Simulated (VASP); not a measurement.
Input of a VASP 6.6.1 run:

INCAR

```
  PREC = Accurate
  ENCUT = 520
  EDIFF = 1E-6
  ISMEAR = 0
  SIGMA = 0.15
  LREAL = F
  LASPH = T
  NELM = 100
  ALGO = Normal
  ISIF = 2
  LWAVE = F
  LCHARG = F
  GGA = PS
  NBANDS = 20
```

File KPOINTS:

```
Automatic mesh
0
Gamma
  18 18 12
```

POSCAR

```
Ta2C
1.0
    2.8361012339      0.0000000000      0.0000000000
   -1.4180506170      2.4561357163      0.0000000000
    0.0000000000      0.0000000000      5.8616878188
Ta C
2 1
Direct
    0.3333333333      0.6666666667      0.2528761935
    0.6666666667      0.3333333333      0.7471238065
    0.0000000000      0.0000000000      0.0000000000
```

Potentials or basis: VASP PAW PBE potentials, release 64 (Ta_pv, C).

Launch:

```bash
$ cat potpaw_PBE.64/Ta_pv/POTCAR potpaw_PBE.64/C/POTCAR > POTCAR
$ mpirun -np 1 vasp_std > vasp.out
```

(1) Predict the band gap on the k mesh.

(2) What does it give for the pressure?

(3) Predict the largest force.

Answers

(1) zero (bands 13 and 14 overlap by 0.75 eV).

(2) 7.0 GPa.

(3) 0.930 eV/Å.

Caveat: the stress differs along the axes, from -49 to 35 GPa; the PAW data sets were made with another functional, which shifts forces and pressure a little; spin-orbit coupling is left out, which moves the levels of the heavy elements.
